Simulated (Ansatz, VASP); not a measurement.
## One calculation of LiBe16, two programs

```
CELL_PARAMETERS angstrom
-2.29000 -3.96640 0.00000
3.43500 -1.98320 0.00000
0.00000 0.00000 7.17686
ATOMIC_POSITIONS crystal
Be 0.74303 0.53874 0.00722
Be 0.49434 0.40281 0.25387
Be 0.77286 0.33730 0.50763
Be 0.49430 0.40238 0.76081
Be 0.48276 0.04477 0.00731
Be 0.23998 0.85253 0.25302
Be 0.56071 0.72330 0.50708
Be 0.23980 0.85186 0.76165
Be 0.23911 0.53565 0.00751
Be 0.00707 0.34857 0.25267
Be 0.17654 0.54311 0.50751
Be 0.00727 0.34806 0.76233
Be 0.98937 0.02894 0.00724
Be 0.73519 0.90016 0.25374
Be 0.96760 0.94323 0.50701
Be 0.73533 0.89997 0.76046
Li 0.37316 0.13204 0.50741
```

Alike in both runs: functional PBEsol; k mesh 5 × 6 × 4; occupations gaussian, width 0.1 eV; no spin polarisation.

Ansatz relaxed the structure, and its values are those at the end. VASP's run is a single point on that final structure, the one shown.

```csv
,VASP,Ansatz
version,VASP 6.6.1,Ansatz 0.2.0
potentials or method,"VASP PAW PBE potentials, release 64 (Be, Li_sv), cutoff 520 eV","scalar-relativistic, plane waves, PAW"
valence electrons in the cell,35,35
```

|  | VASP | Ansatz | Ansatz less VASP |
| --- | --- | --- | --- |
| rms of the force components (eV/Å) | 0.005 | 0.005 | -0.0006 |

VASP's potentials were made for PBE, not for PBEsol.

Noted on VASP's run: the cutoff is short for stress, so the pressure is rough.
